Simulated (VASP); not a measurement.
# Si (R3) in VASP: single point with r2SCAN

Aim: the single point of Si with r2SCAN.

Program: VASP 6.6.1. These are calculated values, not measurements. Logs are shortened: lines on timing, memory, paths and dates and some standing lists are left out, and cuts for length are marked.

**1. The cell of the first run**

Symmetry: R3, No. 146, trigonal system. Conventional cell: a = 9.401 Å, b = 9.401 Å, c = 5.757 Å, α = 90.00°, β = 90.00°, γ = 120.00°. Si (site symmetry 3) has 4 Si at 2.38 to 2.39 Å within 3.2 Å. Within 3.1 Å of Si (site symmetry 1) lie 4 Si at 2.32 to 2.39 Å. Si (site symmetry 3) has 4 Si at 2.39 Å within 3.2 Å. Si (site symmetry 1) has 4 Si at 2.32 to 2.39 Å within 3.1 Å.

**2. Single point, r2SCAN (atom 1 (Si) moved -0.067 Å towards its neighbour atom 5 (Si) at 2.319 Å)**

The input, POSCAR:

```
Si
1.0
   -3.3236145461      3.3236145461      3.3236145461
    3.3236145461     -3.3236145461      3.3236145461
    3.3236145461      3.3236145461     -3.3236145461
Si
8
Direct
    0.2129862128      0.2129862128      0.2129862128
    0.5000000000      0.0000000000      0.2986003483
    0.2986003483      0.5000000000      0.0000000000
    0.0000000000      0.2986003483      0.5000000000
    0.7986003483      0.7986003483      0.7986003483
    0.5000000000      0.0000000000      0.7013996517
    0.7013996517      0.5000000000      0.0000000000
    0.0000000000      0.7013996517      0.5000000000
```

The input, INCAR.step1:

```
SYSTEM = Si
ALGO = Normal
EDIFF = 1E-4
ENCUT = 520
GGA = PE
ISMEAR = 0
LASPH = .TRUE.
LCHARG = .FALSE.
LREAL = .FALSE.
LWAVE = .TRUE.
NBANDS = 26
NELM = 100
PREC = Accurate
SIGMA = 0.15
```

The input, INCAR.step2:

```
SYSTEM = Si
ALGO = Normal
EDIFF = 1E-7
ENCUT = 520
ISIF = 2
ISMEAR = 0
ISTART = 1
LASPH = .TRUE.
LCHARG = .TRUE.
LELF = .TRUE.
LMIXTAU = .TRUE.
LREAL = .FALSE.
LVHAR = .TRUE.
LWAVE = .FALSE.
METAGGA = R2SCAN
NBANDS = 26
NELM = 100
PREC = Accurate
SIGMA = 0.15
```

The input, KPOINTS:

```
k-points
0
G
  8 8 8
  0 0 0
```

Potentials or basis: VASP PAW PBE potentials, release 64 (Si).

Run with:

```bash
> cat potpaw_PBE.64/Si/POTCAR > POTCAR
> cp INCAR.step1 INCAR
> mpirun -np 1 vasp_std > vasp.out
> cp INCAR.step2 INCAR
> mpirun -np 1 vasp_std > vasp.out
```

OUTCAR:

```text
SYSTEM = Si
   EDIFF = 1E-7
   ENCUT = 520
   ISIF = 2
   ISMEAR = 0
   ISTART = 1
   LASPH = .TRUE.
   LREAL = .FALSE.
   METAGGA = R2SCAN
   NELM = 100
   PREC = Accurate

 ion  position               nearest neighbor table
   1  0.213  0.213  0.213-   2 2.38   3 2.38   4 2.38   5 2.39
   2  0.500  0.000  0.299-   6 2.32   1 2.38   4 2.39   3 2.39
   3  0.299  0.500  0.000-   7 2.32   1 2.38   2 2.39   4 2.39
   4  0.000  0.299  0.500-   8 2.32   1 2.38   3 2.39   2 2.39
   5  0.799  0.799  0.799-   1 2.39   6 2.39   7 2.39   8 2.39
   6  0.500  0.000  0.701-   2 2.32   5 2.39   7 2.39   8 2.39
   7  0.701  0.500  0.000-   3 2.32   5 2.39   8 2.39   6 2.39
   8  0.000  0.701  0.500-   4 2.32   5 2.39   6 2.39   7 2.39

  LATTYP: Found a body centered cubic cell.
 ALAT       =     6.6472290922

  Lattice vectors:

 A1 = (  -3.3236145461,   3.3236145461,   3.3236145461)
 A2 = (   3.3236145461,  -3.3236145461,   3.3236145461)
 A3 = (   3.3236145461,   3.3236145461,  -3.3236145461)

Analysis of symmetry for initial positions (statically):
=====================================================================
 Subroutine PRICEL returns:
 Original cell was already a primitive cell.

 Routine SETGRP: Setting up the symmetry group for a
 body centered cubic supercell.

 Subroutine GETGRP returns: Found  3 space group operations
 (whereof  3 operations were pure point group operations)
 out of a pool of 48 trial point group operations.

The static configuration has the point symmetry C_3 .

Analysis of symmetry for dynamics (positions and initial velocities):
=====================================================================
 Subroutine PRICEL returns:
 Original cell was already a primitive cell.

 Routine SETGRP: Setting up the symmetry group for a
 body centered cubic supercell.

 Subroutine GETGRP returns: Found  3 space group operations
 (whereof  3 operations were pure point group operations)
 out of a pool of 48 trial point group operations.

The dynamic configuration has the point symmetry C_3 .

 Subroutine INISYM returns: Found  3 space group operations
 (whereof  3 operations are pure point group operations),
 and found     1 'primitive' translations

----------------------------------------------------------------------------------------

                                     Primitive cell

  volume of cell :     146.8561

  direct lattice vectors                    reciprocal lattice vectors
    -3.323614546  3.323614546  3.323614546     0.000000000  0.150438624  0.150438624
     3.323614546 -3.323614546  3.323614546     0.150438624  0.000000000  0.150438624
     3.323614546  3.323614546 -3.323614546     0.150438624  0.150438624  0.000000000

  length of vectors
     5.756669259  5.756669259  5.756669259     0.212752343  0.212752343  0.212752343

  position of ions in fractional coordinates (direct lattice)
     0.212986213  0.212986213  0.212986213
     0.500000000  0.000000000  0.298600348
     0.298600348  0.500000000  0.000000000
     0.000000000  0.298600348  0.500000000
     0.798600348  0.798600348  0.798600348
     0.500000000  0.000000000  0.701399652
     0.701399652  0.500000000  0.000000000
     0.000000000  0.701399652  0.500000000

  ion indices of the primitive-cell ions
   primitive index   ion index
                 1           1
                 2           2
                 3           3
                 4           4
                 5           5
                 6           6
                 7           7
                 8           8

----------------------------------------------------------------------------------------

 KPOINTS: k-points

Automatic generation of k-mesh.
 Grid dimensions read from file:
 generate k-points for:    8    8    8

 Generating k-lattice:

  Cartesian coordinates                     Fractional coordinates (reciprocal lattice)
     0.000000000  0.018804828  0.018804828     0.125000000  0.000000000  0.000000000
     0.018804828  0.000000000  0.018804828     0.000000000  0.125000000  0.000000000
     0.018804828  0.018804828  0.000000000     0.000000000  0.000000000  0.125000000

  Length of vectors
     0.026594043  0.026594043  0.026594043

  Shift w.r.t. Gamma in fractional coordinates (k-lattice)
     0.000000000  0.000000000  0.000000000

 Subroutine IBZKPT returns following result:
 ===========================================

 Found     90 irreducible k-points:

 Following reciprocal coordinates:
            Coordinates               Weight
  0.000000  0.000000  0.000000      1.000000
  0.125000  0.000000  0.000000      6.000000
  0.125000  0.000000 -0.125000      6.000000
  0.250000  0.000000  0.000000      6.000000
  0.250000  0.000000 -0.250000      6.000000
  0.375000  0.000000  0.000000      6.000000
[... 16 lines left out ...]
  0.500000  0.000000 -0.375000      6.000000
  0.500000 -0.125000  0.000000      6.000000
 [... further k-points ...]
   k-points           NKPTS =     90   k-points in BZ     NKDIM =     90   number of bands    NBANDS=     26
   number of dos      NEDOS =    301   number of ions     NIONS =      8
   total plane-waves  NPLWV = 110592
   dimension x,y,z NGX =    48 NGY =   48 NGZ =   48
   dimension x,y,z NGXF=    96 NGYF=   96 NGZF=   96
   ions per type =               8
   NGX,Y,Z   is equivalent  to a cutoff of  13.86, 13.86, 13.86 a.u.
   NGXF,Y,Z  is equivalent  to a cutoff of  27.72, 27.72, 27.72 a.u.
 SYSTEM =  Si
   PREC   = accura    normal or accurate (medium, high low for compatibility)
   ISTART =      1    job   : 0-new  1-cont  2-samecut
   ICHARG =      0    charge: 1-file 2-atom 10-const
   ISPIN  =      1    spin polarized calculation?
   LNONCOLLINEAR =      F non collinear calculations
   LSORBIT =      F    spin-orbit coupling
   LASPH  =      T    aspherical Exc in radial PAW
   ENCUT  =  520.0 eV  38.22 Ry    6.18 a.u.  10.70 10.70 10.70*2*pi/ulx,y,z
   NELM   =    100;   NELMIN=  2; NELMDL=  0     # of ELM steps
   EDIFF  = 0.1E-06   stopping-criterion for ELM
   LREAL  =      F    real-space projection
   EDIFFG = 0.1E-05   stopping-criterion for IOM
   NSW    =      0    number of steps for IOM
   IBRION =     -1    ionic relax: 0-MD 1-quasi-New 2-CG
   NFREE  =      0    steps in history (QN), initial steepest desc. (CG)
   ISIF   =      2    stress and relaxation
   ISYM   =      2    0-nonsym 1-usesym 2-fastsym
   POTIM  = 0.5000    time-step for ionic-motion
   TEBEG  =    0.0;   TEEND  =   0.0 temperature during run
   PSTRESS=    0.0 pullay stress
   NELECT =      32.0000    total number of electrons
   NUPDOWN=      -1.0000    fix difference up-down
   EMIN   =  10.00;   EMAX   =-10.00  energy-range for DOS
   EFERMI =   0.00;   METHOD = LEGACY
   ISMEAR =     0;   SIGMA  =   0.15  broadening in eV -4-tet -1-fermi 0-gaus
   EFERMI_NEDOS =   21; number of points for ismear=-14 and -15
   IALGO  =     38    algorithm
   IMIX   =      4    mixing-type and parameters
     AMIX     =   0.40;   BMIX     =  1.00
     AMIX_MAG =   1.60;   BMIX_MAG =  1.00
  volume/ion in A,a.u.               =      18.36       123.88
  Fermi-wavevector in a.u.,A,eV,Ry     =   0.985131  1.861628 13.204236  0.970484
  Thomas-Fermi vector in A             =   2.116416
   LORBIT       =      0    0 simple, 1 ext, 2 COOP (PROOUT), +10 PAW based schemes
   METAGGA = R2SCAN    functional components
   LHFCALC =     F    Hartree Fock is set to
   AEXX    =    0.0000 exact exchange contribution
   IVDW    =     0    specifies the selected vdW correction
   LEPSILON=     F    determine dielectric tensor
   LRPA    =     F    only Hartree local field effects (RPA)
 non-spin polarized calculation
 Gauss-broadening in eV      SIGMA  =   0.15
  energy-cutoff  :      520.00
  volume of cell :      146.86
 maximum number of plane-waves:      4012
 NGX is ok and might be reduce to    48
   NGX = 21   NGY = 21   NGZ = 21

 number of electron      31.9999999 magnetization

 Free energy of the ion-electron system (eV)
  ---------------------------------------------------
  ext. energy  EPLUGINS =         0.00000000
  ---------------------------------------------------
  free energy    TOTEN  =       -68.67228165 eV

  energy without entropy =      -68.66720501  energy(sigma->0) =      -68.66974333

 E-fermi :   7.0680     XC(G=0): -10.3793

 val. band max:        7.0247570043   @ k =   0.3750  -0.3750   0.5000
 cond. band min:       7.0872988422   @ k =   0.5000   0.5000   0.3750
 fundamental gap:      0.0625418380
 Fermi energy:         7.0680204369

 k-point     1 :       0.0000    0.0000    0.0000
  band No.  band energies     occupation
      1      -6.2425      2.00000
      2      -1.6956      2.00000
      3      -1.3678      2.00000
      4      -1.3678      2.00000
      5      -1.2270      2.00000
      6       0.3014      2.00000
[... 18 lines left out ...]
     25      12.7872      0.00000
     26      13.2793      0.00000

 k-point     2 :       0.1250    0.0000    0.0000
  band No.  band energies     occupation
      1      -6.1423      2.00000
      2      -2.0391      2.00000
      3      -1.7364      2.00000
      4      -1.5574      2.00000
      5      -1.0763      2.00000
      6       0.1587      2.00000
[... 18 lines left out ...]
     25      12.7574      0.00000
     26      12.8931      0.00000

 k-point     3 :       0.1250    0.0000   -0.1250
  band No.  band energies     occupation
      1      -6.1422      2.00000
      2      -2.0611      2.00000
      3      -1.6997      2.00000
      4      -1.5362      2.00000
      5      -1.1294      2.00000
      6       0.1675      2.00000
[... 572 lines left out ...]
 k-point    23 :       0.5000    0.0000   -0.3750
  band No.  band energies     occupation
      1      -4.9604      2.00000
      2      -4.2020      2.00000
      3      -2.8690      2.00000
      4      -2.2548      2.00000
      5      -0.5720      2.00000
      6      -0.0909      2.00000
[... 18 lines left out ...]
     25      11.7756      0.00000
     26      12.1706      0.00000

 k-point    24 :       0.5000   -0.1250    0.0000
  band No.  band energies     occupation
      1      -4.9619      2.00000
      2      -4.2040      2.00000
      3      -2.8601      2.00000
      4      -2.2505      2.00000
      5      -0.5955      2.00000
      6      -0.0613      2.00000
[... 18 lines left out ...]
     25      11.8027      0.00000
     26      12.1544      0.00000

 [... further k-points ...]
[... 5 lines left out ...]
  --------------------------------------------------------------------------------------
  -------------------------------------------------------------------------------------
  Total       -0.4740872     -0.4740872     -0.4740872     -0.4309107     -0.4309107     -0.4309107
  in kB       -5.1722181     -5.1722181     -5.1722181     -4.7011693     -4.7011693     -4.7011693
  external PRESSURE =      -5.1722181 kB  Pullay stress =       0.0000000 kB

 VOLUME and BASIS-vectors are now :
 -----------------------------------------------------------------------------
  energy-cutoff  :      520.00
  volume of cell :      146.86
      direct lattice vectors                 reciprocal lattice vectors
    -3.323614546  3.323614546  3.323614546     0.000000000  0.150438624  0.150438624
     3.323614546 -3.323614546  3.323614546     0.150438624  0.000000000  0.150438624
     3.323614546  3.323614546 -3.323614546     0.150438624  0.150438624  0.000000000

 POSITION                                       TOTAL-FORCE (eV/Angst)
 -----------------------------------------------------------------------------------
      0.70788      0.70788      0.70788        -0.354506     -0.354506     -0.354506
     -0.66937      2.65424      0.66937        -0.031292      0.062481      0.029567
      0.66937     -0.66937      2.65424         0.029567     -0.031292      0.062481
      2.65424      0.66937     -0.66937         0.062481      0.029567     -0.031292
      2.65424      2.65424      2.65424         0.249120      0.249120      0.249120
      0.66937      3.99299     -0.66937         0.010129      0.021488      0.013013
     -0.66937      0.66937      3.99299         0.013013      0.010129      0.021488
      3.99299     -0.66937      0.66937         0.021488      0.013013      0.010129
 -----------------------------------------------------------------------------------
    total drift:                               -0.000006     -0.000006     -0.000006

  FREE ENERGIE OF THE ION-ELECTRON SYSTEM (eV)
  ---------------------------------------------------
  free  energy   TOTEN  =       -68.6722816466 eV

  energy  without entropy=      -68.6672050095  energy(sigma->0) =      -68.66974333
```

Wall time 22 min (1 thread of Intel Xeon Platinum 8259CL at 2.50GHz (Skylake/Cascade Lake), shared host); peak memory 0.49 GiB.

Results:

```yaml
Free_energy: -68.6723 eV
Pressure: -0.5 GPa
Largest_force: 0.614 eV/Å
Band_gap_on_the_k_mesh: zero (bands 16 and 17 overlap by 0.03 eV)
```

Forces on the atoms (eV/Å):
```
Si  -0.355 -0.355 -0.355
Si  -0.031  0.062  0.030
Si   0.030 -0.031  0.062
Si   0.062  0.030 -0.031
Si   0.249  0.249  0.249
Si   0.010  0.021  0.013
Si   0.013  0.010  0.021
Si   0.021  0.013  0.010
```

Stress tensor (GPa, compression positive):
```
-0.52 -0.47 -0.47
-0.47 -0.52 -0.47
-0.47 -0.47 -0.52
```

Levels at points of the mesh, in eV from the Fermi level:
```csv
k point,band 14,band 15,band 16,band 17,band 18,band 19
"(0.00, 0.00, 0.00)",-1.60,-1.60,-0.95,1.86,1.90,1.90
"(0.50, 0.00, 0.00)",-2.28,-1.46,-1.40,0.47,0.55,2.24
"(0.50, 0.00, 0.50)",-2.29,-1.47,-1.45,0.52,0.59,2.26
"(0.50, 0.50, 0.50)",-0.51,0.05,0.05,0.20,3.04,3.14
```

Caveat: the cell differs from its parent crystal (atom 1 (Si) moved -0.067 Å towards its neighbour atom 5 (Si) at 2.319 Å); semilocal functionals underestimate gaps, and a narrow one can read as zero; the PAW data sets were made with another functional, which shifts forces and pressure a little.

The gap in the log of VASP goes by the Fermi energy; the results here count the filled bands.